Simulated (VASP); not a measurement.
# B2P (I4_1/amd) in VASP: further runs

Runs on B2P. Level: PBE. Tasks: single point, relaxation of cell and atoms.

Everything below comes from runs of VASP 6.6.1. Logs are shortened: lines on timing, memory, paths and dates and some standing lists are left out, and cuts for length are marked.

## 1. The cell of the first run

The structure is tetragonal, space group I4_1/amd (No. 141). The conventional cell has a = 4.711 Å, b = 4.711 Å, c = 11.255 Å, α = 90.00°, β = 90.00°, γ = 90.00°. B (site symmetry 2) has 2 B at 1.74 Å and 2 P at 2.07 Å within 2.3 Å. Within 2.7 Å of P (site symmetry 2/m) lie 4 B at 2.07 Å and 2 P at 2.36 Å.

## 2. Single point, PBE

Input file INCAR:

```
PREC = Accurate ; ENCUT = 520
EDIFF = 1E-7 ; ISMEAR = 0
SIGMA = 0.1 ; LREAL = F
LASPH = T ; NELM = 100
ALGO = Normal ; ISIF = 2
LWAVE = F ; LCHARG = F
GGA = PE ; NBANDS = 34
```

Input file KPOINTS:

```
Automatic mesh
0
Gamma
  12 12 12
```

Input file POSCAR:

```
B2P
1.0
   -2.3556548024      2.3556548024      5.6273395295
    2.3556548024     -2.3556548024      5.6273395295
    2.3556548024      2.3556548024     -5.6273395295
B P
8 4
Direct
    0.8154553097      0.8154553097      0.6309106194
    0.1845446903      0.1845446903      0.3690893806
    0.5654553097      0.4345446903      0.5000000000
    0.9345446903      0.0654553097      0.5000000000
    0.9345446903      0.4345446903      0.8690893806
    0.5654553097      0.0654553097      0.1309106194
    0.1845446903      0.8154553097      0.0000000000
    0.8154553097      0.1845446903      0.0000000000
    0.3750000000      0.6250000000      0.7500000000
    0.8750000000      0.6250000000      0.2500000000
    0.3750000000      0.1250000000      0.7500000000
    0.3750000000      0.6250000000      0.2500000000
```

Potentials or basis: VASP PAW PBE potentials, release 64 (B, P).

The run is started by

```console
> cat potpaw_PBE.64/B/POTCAR potpaw_PBE.64/P/POTCAR > POTCAR
> mpirun -np 1 vasp_std > vasp.out
```

OUTCAR:

```text
PREC = Accurate
   ENCUT = 520
   EDIFF = 1E-7
   ISMEAR = 0
   LREAL = F
   LASPH = T
   NELM = 100
   ISIF = 2
   GGA = PE

 ion  position               nearest neighbor table
   1  0.815  0.815  0.631-   7 1.74   8 1.74  10 2.07  12 2.07
   2  0.185  0.185  0.369-   7 1.74   8 1.74   9 2.07  11 2.07
   3  0.565  0.435  0.500-   5 1.74   6 1.74   9 2.07  12 2.07
   4  0.935  0.065  0.500-   5 1.74   6 1.74  10 2.07  11 2.07
   5  0.935  0.435  0.869-   3 1.74   4 1.74  10 2.07  12 2.07
   6  0.565  0.065  0.131-   3 1.74   4 1.74   9 2.07  11 2.07
   7  0.185  0.815  0.000-   1 1.74   2 1.74   9 2.07  12 2.07
   8  0.815  0.185  0.000-   1 1.74   2 1.74  10 2.07  11 2.07
   9  0.375  0.625  0.750-   2 2.07   3 2.07   6 2.07   7 2.07  10 2.36  10 2.36
  10  0.875  0.625  0.250-   1 2.07   4 2.07   5 2.07   8 2.07   9 2.36   9 2.36
  11  0.375  0.125  0.750-   2 2.07   4 2.07   6 2.07   8 2.07  12 2.36  12 2.36
  12  0.375  0.625  0.250-   1 2.07   3 2.07   5 2.07   7 2.07  11 2.36  11 2.36

  LATTYP: Found a body centered tetragonal cell.
 ALAT       =     4.7113096048
 C/A-ratio  =     2.3888642444

  Lattice vectors:

 A1 = (  -2.3556548024,   2.3556548024,   5.6273395295)
 A2 = (   2.3556548024,  -2.3556548024,   5.6273395295)
 A3 = (   2.3556548024,   2.3556548024,  -5.6273395295)

Analysis of symmetry for initial positions (statically):
=====================================================================
 Subroutine PRICEL returns:
 Original cell was already a primitive cell.

 Routine SETGRP: Setting up the symmetry group for a
 body centered tetragonal supercell.

 Subroutine GETGRP returns: Found 16 space group operations
 (whereof  8 operations were pure point group operations)
 out of a pool of 16 trial point group operations.

The static configuration has the point symmetry D_2d.
 The point group associated with its full space group is D_4h.

Analysis of symmetry for dynamics (positions and initial velocities):
=====================================================================
 Subroutine PRICEL returns:
 Original cell was already a primitive cell.

 Routine SETGRP: Setting up the symmetry group for a
 body centered tetragonal supercell.

 Subroutine GETGRP returns: Found 16 space group operations
 (whereof  8 operations were pure point group operations)
 out of a pool of 16 trial point group operations.

The dynamic configuration has the point symmetry D_2d.
[... 126 lines left out ...]
   ISIF   =      2    stress and relaxation
   ISYM   =      2    0-nonsym 1-usesym 2-fastsym
   POTIM  = 0.5000    time-step for ionic-motion
   TEBEG  =    0.0;   TEEND  =   0.0 temperature during run
   PSTRESS=    0.0 pullay stress
   NELECT =      44.0000    total number of electrons
   NUPDOWN=      -1.0000    fix difference up-down
   EMIN   =  10.00;   EMAX   =-10.00  energy-range for DOS
   EFERMI =   0.00;   METHOD = LEGACY
   ISMEAR =     0;   SIGMA  =   0.10  broadening in eV -4-tet -1-fermi 0-gaus
   EFERMI_NEDOS =   21; number of points for ismear=-14 and -15
   IALGO  =     38    algorithm
   IMIX   =      4    mixing-type and parameters
     AMIX     =   0.40;   BMIX     =  1.00
     AMIX_MAG =   1.60;   BMIX_MAG =  1.00
  volume/ion in A,a.u.               =      10.41        70.24
  Fermi-wavevector in a.u.,A,eV,Ry     =   1.156193  2.184888 18.188020  1.336782
  Thomas-Fermi vector in A             =   2.292815
   LORBIT       =      0    0 simple, 1 ext, 2 COOP (PROOUT), +10 PAW based schemes
   GGA     = PE    functional components
   LHFCALC =     F    Hartree Fock is set to
   AEXX    =    0.0000 exact exchange contribution
   IVDW    =     0    specifies the selected vdW correction
   LEPSILON=     F    determine dielectric tensor
   LRPA    =     F    only Hartree local field effects (RPA)
 non-spin polarized calculation
 Gauss-broadening in eV      SIGMA  =   0.10
  energy-cutoff  :      520.00
  volume of cell :      124.91
 maximum number of plane-waves:      3404
 NGX is ok and might be reduce to    50
   NGX = 25   NGY = 25   NGZ = 25

 number of electron      44.0000000 magnetization

 Free energy of the ion-electron system (eV)
  ---------------------------------------------------
  ext. energy  EPLUGINS =         0.00000000
  ---------------------------------------------------
  free energy    TOTEN  =       -66.89357933 eV

  energy without entropy =      -66.88212232  energy(sigma->0) =      -66.88785082

 E-fermi :   6.8900     XC(G=0): -11.1371

 val. band max:        6.8779577857   @ k =  -0.4167   0.1667   0.0000
 cond. band min:       6.8924803556   @ k =   0.5000   0.1667   0.0000
 fundamental gap:      0.0145225699
 Fermi energy:         6.8900390092

 k-point     1 :       0.0000    0.0000    0.0000
  band No.  band energies     occupation
      1      -8.8396      2.00000
      2      -6.3467      2.00000
      3      -4.1434      2.00000
      4      -2.7788      2.00000
      5      -2.7788      2.00000
      6      -2.1404      2.00000
[... 877 lines left out ...]
     33      13.3220      0.00000
     34      13.4943      0.00000

 [... further k-points ...]
[... 5 lines left out ...]
  --------------------------------------------------------------------------------------
  -------------------------------------------------------------------------------------
  Total       -0.1220653     -0.1220653     -0.1531048      0.0000000      0.0000000      0.0000000
  in kB       -1.5657284     -1.5657284     -1.9638707      0.0000000      0.0000000      0.0000000
  external PRESSURE =      -1.6984425 kB  Pullay stress =       0.0000000 kB

 VOLUME and BASIS-vectors are now :
 -----------------------------------------------------------------------------
  energy-cutoff  :      520.00
  volume of cell :      124.91
      direct lattice vectors                 reciprocal lattice vectors
    -2.355654802  2.355654802  5.627339530     0.000000000  0.212255208  0.088851934
     2.355654802 -2.355654802  5.627339530     0.212255208  0.000000000  0.088851934
     2.355654802  2.355654802 -5.627339530     0.212255208  0.212255208  0.000000000

 POSITION                                       TOTAL-FORCE (eV/Angst)
 -----------------------------------------------------------------------------------
      1.48621      1.48621      5.62734        -0.010010     -0.010010     -0.000000
      0.86945      0.86945      0.00000         0.010010      0.010010      0.000000
      0.86945      1.48621      2.81367         0.010010     -0.010010      0.000000
     -0.86945      3.22510      2.81367        -0.010010      0.010010     -0.000000
      0.86945      3.22510      2.81367         0.010010      0.010010      0.000000
     -0.86945      1.48621      2.81367        -0.010010     -0.010010     -0.000000
      1.48621     -1.48621      5.62734        -0.010010      0.010010     -0.000000
     -1.48621      1.48621      5.62734         0.010010     -0.010010     -0.000000
      2.35565      1.17783      1.40683        -0.000000      0.000000      0.000000
      0.00000      1.17783      7.03417        -0.000000      0.000000      0.000000
      1.17783      2.35565     -1.40683        -0.000000     -0.000000      0.000000
      1.17783      0.00000      4.22050        -0.000000      0.000000      0.000000
 -----------------------------------------------------------------------------------
    total drift:                               -0.000000     -0.000000     -0.000000

  FREE ENERGIE OF THE ION-ELECTRON SYSTEM (eV)
  ---------------------------------------------------
  free  energy   TOTEN  =       -66.8935793265 eV

  energy  without entropy=      -66.8821223172  energy(sigma->0) =      -66.88785082
```

stdout:

```text
POSCAR found type information on POSCAR B P
 POSCAR found :  2 types and      12 ions
 scaLAPACK will be used
 LDA part: xc-table for (Slater+PW92), standard interpolation
 POSCAR, INCAR and KPOINTS ok, starting setup
 FFT: planning ... GRIDC
 FFT: planning ... GRID_SOFT
 FFT: planning ... GRID
 WAVECAR not read
 entering main loop
```

It took 25 min on 1 thread of Intel Xeon Platinum 8259CL at 2.50GHz (Skylake/Cascade Lake), shared host; peak memory 0.68 GiB.

What came out:

```
Free energy            : -66.8936 eV
Pressure               : -0.2 GPa
Largest force          : 0.014 eV/Å
Band gap on the k mesh : zero (band 22 reaches 7.29 eV, above the bottom of band 23 at 6.63 eV)
```

Forces on the atoms (eV/Å):
```
B   -0.010 -0.010  0.000
B    0.010  0.010  0.000
B    0.010 -0.010  0.000
B   -0.010  0.010  0.000
B    0.010  0.010  0.000
B   -0.010 -0.010  0.000
B   -0.010  0.010  0.000
B    0.010 -0.010  0.000
P    0.000  0.000  0.000
P    0.000  0.000  0.000
P    0.000  0.000  0.000
P    0.000  0.000  0.000
```

## 3. Single point, PBE

Input file INCAR:

```
SYSTEM = B2P
ALGO = Normal
EDIFF = 1E-7
ENCUT = 520
GGA = PE
ISIF = 2
ISMEAR = 0
LASPH = .True.
LCHARG = .True.
LELF = .True.
LREAL = .False.
LVHAR = .True.
LWAVE = .False.
NBANDS = 34
NELM = 100
PREC = Accurate
SIGMA = 0.1
```

Input file KPOINTS:

```
k-points
0
Gamma
  6 6 6
  0 0 0
```

Input file POSCAR:

```
B2P
1.0
   -2.3571118181      2.3571118181      5.6129393540
    2.3571118181     -2.3571118181      5.6129393540
    2.3571118181      2.3571118181     -5.6129393540
B P
8 4
Direct
    0.8152836516      0.8152836516      0.6305673032
    0.1847163484      0.1847163484      0.3694326968
    0.5652836516      0.4347163484      0.5000000000
    0.9347163484      0.0652836516      0.5000000000
    0.9347163484      0.4347163484      0.8694326968
    0.5652836516      0.0652836516      0.1305673032
    0.1847163484      0.8152836516      0.0000000000
    0.8152836516      0.1847163484      0.0000000000
    0.3750000000      0.6250000000      0.7500000000
    0.8750000000      0.6250000000      0.2500000000
    0.3750000000      0.1250000000      0.7500000000
    0.3750000000      0.6250000000      0.2500000000
```

Potentials or basis: VASP PAW PBE potentials, release 64 (B, P).

The run is started by

```console
> cat potpaw_PBE.64/B/POTCAR potpaw_PBE.64/P/POTCAR > POTCAR
> mpirun -np 1 vasp_std > vasp.out
```

Run time: 4.5 min. Hardware: 1 thread of Intel Xeon Platinum 8259CL at 2.50GHz (Skylake/Cascade Lake), shared host; peak memory 0.37 GiB.

The run converged. Its results:

| Item | Value |
| --- | --- |
| Free energy | -66.9340 eV |
| Pressure | -0.1 GPa |
| Largest force | 0.018 eV/Å |
| Band gap on the k mesh | zero (band 22 reaches 7.26 eV, above the bottom of band 23 at 6.65 eV) |

Forces in eV/Å, atoms in the order of the input:
```
B   -0.013 -0.013  0.000
B    0.013  0.013  0.000
B    0.013 -0.013  0.000
B   -0.013  0.013  0.000
B    0.013  0.013  0.000
B   -0.013 -0.013  0.000
B   -0.013  0.013  0.000
B    0.013 -0.013  0.000
P    0.000  0.000  0.000
P    0.000  0.000  0.000
P    0.000  0.000  0.000
P    0.000  0.000  0.000
```

Stress tensor (GPa, compression positive):
```
-0.08  0.00  0.00
 0.00 -0.08  0.00
 0.00  0.00 -0.27
```

Levels at points of the mesh, in eV from the Fermi level:
| k point | band 18 | band 19 | band 20 | band 21 | band 22 | band 23 | band 24 | band 25 | band 26 | band 27 |
| --- | --- | --- | --- | --- | --- | --- | --- | --- | --- | --- |
| (0.00, 0.00, 0.00) | -2.32 | -2.05 | -0.71 | -0.71 | -0.24 | 0.23 | 0.31 | 0.71 | 0.71 | 0.94 |
| (0.50, 0.00, 0.00) | -2.28 | -1.98 | -0.75 | -0.27 | -0.26 | -0.24 | 0.02 | 1.90 | 1.92 | 3.01 |
| (0.50, 0.50, 0.00) | -1.33 | -1.17 | -1.17 | -1.13 | -1.13 | 0.49 | 0.49 | 0.83 | 0.83 | 1.73 |
| (0.50, 0.50, 0.50) | -2.90 | -2.81 | -2.81 | -2.17 | -2.17 | 0.42 | 0.42 | 3.08 | 3.08 | 3.42 |

[end of part 1 of 2]
